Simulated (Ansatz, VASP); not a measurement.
**ZnS: VASP beside Ansatz**

```
Zn S
1.0
     3.61651    0.00000    0.00000
     0.00000    3.85775    0.00000
     0.00000    0.00000   18.07623
Zn S
6 6
Direct
  0.50000 0.50000 0.08449
  0.50000 0.50000 0.58449
  0.50000 0.50000 0.41551
  0.50000 0.50000 0.91551
  0.00000 0.00000 0.25000
  0.00000 0.00000 0.75000
  0.50000 0.00000 0.15967
  0.50000 0.00000 0.65967
  0.00000 0.50000 0.50000
  0.00000 0.50000 0.00000
  0.50000 0.00000 0.34033
  0.50000 0.00000 0.84033
```

Alike in both runs: task single point; functional PBE; k mesh 4 × 4 × 1; occupations gaussian, width 0.1 eV; no spin polarisation.

```csv
,VASP,Ansatz
version,VASP 6.6.1,Ansatz 0.2.0
potentials or method,"VASP PAW PBE potentials, release 64 (Zn, S), cutoff 520 eV","scalar-relativistic, plane waves, PAW"
valence electrons in the cell,108,108
```

```tsv
	VASP	Ansatz	Ansatz less VASP
gap on the k mesh at the Fermi level (eV)	0.75	0.74	-0.009
least direct gap on the mesh (eV)	0.89	0.89	0.000
pressure (GPa)	0.3	0.2	-0.12
traceless stress, the component that is largest in VASP (GPa)	-0.12	-0.15	-0.023
```

The functional is the same, so the differences come from potentials, cutoffs and numerics.

The k mesh is coarse, so the values compare programs but aren't converged.
